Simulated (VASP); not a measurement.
Here is a VASP 6.6.1 calculation.

Contents of INCAR:

```
SYSTEM = TaAg2F6
PREC = Accurate ; ENCUT = 520
EDIFF = 1E-6 ; ISMEAR = 0
SIGMA = 0.1 ; LREAL = .False.
LASPH = .True. ; NELM = 80
ALGO = Normal ; ISIF = 2
LWAVE = .False. ; LCHARG = .False.
GGA = PE ; NBANDS = 48
```

File KPOINTS:

```
Automatic mesh
0
Gamma
  8 8 8
  0 0 0
```

File POSCAR:

```
TaAg2F6
1.0
    0.0000000000      4.3730633196      4.3730633196
    4.3730633196      0.0000000000      4.3730633196
    4.3730633196      4.3730633196      0.0000000000
Ta Ag F
1 2 6
Direct
    0.0000000000      0.0000000000      0.0000000000
    0.2500000000      0.2500000000      0.2500000000
    0.7500000000      0.7500000000      0.7500000000
    0.7796140134      0.2203859866      0.2203859866
    0.2203859866      0.7796140134      0.7796140134
    0.2203859866      0.7796140134      0.2203859866
    0.7796140134      0.2203859866      0.7796140134
    0.2203859866      0.2203859866      0.7796140134
    0.7796140134      0.7796140134      0.2203859866
```

Potentials or basis: VASP PAW PBE potentials, release 64 (Ta_pv, Ag, F).

Command:

```bash
$ cat potpaw_PBE.64/Ta_pv/POTCAR potpaw_PBE.64/Ag/POTCAR potpaw_PBE.64/F/POTCAR > POTCAR
$ mpirun -np 1 vasp_std > vasp.out
```

Question: Estimate the band gap on the k mesh.

Answer: Zero (an odd number of electrons rules out a gap without spin polarisation).

Question: Predict the largest force.

Answer: 0.159 eV/Å.

Question: What does it give for the pressure?

Answer: 0.4 GPa.

Forces on the atoms (eV/Å):
```
Ta   0.000  0.000  0.000
Ag   0.000  0.000  0.000
Ag   0.000  0.000  0.000
F    0.159  0.000  0.000
F   -0.159  0.000  0.000
F    0.000  0.159  0.000
F    0.000 -0.159  0.000
F    0.000  0.000  0.159
F    0.000  0.000 -0.159
```

Caveat: the cell differs from its parent crystal (atoms taken out); spin-orbit coupling is left out, which moves the levels of the heavy elements; an odd number of electrons without spin polarisation forces a metal; a magnetic or distorted state may lie lower.
